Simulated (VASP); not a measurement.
Set up this calculation in VASP 6.6.1, as the native input.

* Task: single point
* Functional: PBE
* Potentials or basis: VASP PAW PBE potentials, release 64 (Si, C)
* Cutoff: 520 eV
* k mesh: 6 × 6 × 6
* Occupations: gaussian, width 0.1 eV
* Spin: no spin polarisation
* Dipole correction: no
* Further INCAR settings: ALGO = Normal; EDIFF = 1e-06; NBANDS = 11

The structure of SiC lies in POSCAR:

```
SiC
1.0
    1.4327647536      0.8272071162      2.3397470643
   -1.4327647536      0.8272071162      2.3397470643
    0.0000000000     -1.6544142323      2.3397470643
Si C
1 1
Direct
    0.5000000000      0.5000000000      0.5000000000
    0.0000000000      0.0000000000      0.0000000000
```

The input as run:

INCAR

```
SYSTEM = SiC
  PREC = Accurate
  ENCUT = 520
  EDIFF = 1E-6
  ISMEAR = 0
  SIGMA = 0.1
  LREAL = .FALSE.
  LASPH = .TRUE.
  NELM = 100
  ALGO = Normal
  ISIF = 2
  LWAVE = .FALSE.
  LCHARG = .FALSE.
  GGA = PE
  NBANDS = 11
```

KPOINTS

```
regular mesh
0
G
  6 6 6
  0 0 0
```

Potentials or basis: VASP PAW PBE potentials, release 64 (Si, C).

Run with:

```sh
$ cat potpaw_PBE.64/Si/POTCAR potpaw_PBE.64/C/POTCAR > POTCAR
$ mpirun -np 1 vasp_std > vasp.out
```

It gave:

The pressure is 0.1 GPa. The band gap on the k mesh is zero (band 4 reaches 12.38 eV, above the bottom of band 5 at 11.40 eV).

Caveat: the k points lie up to 0.45 Å⁻¹ apart.

Run time: 11 s on 1 thread of AMD EPYC 7R13 (shared host), peak memory 0.1 GiB.
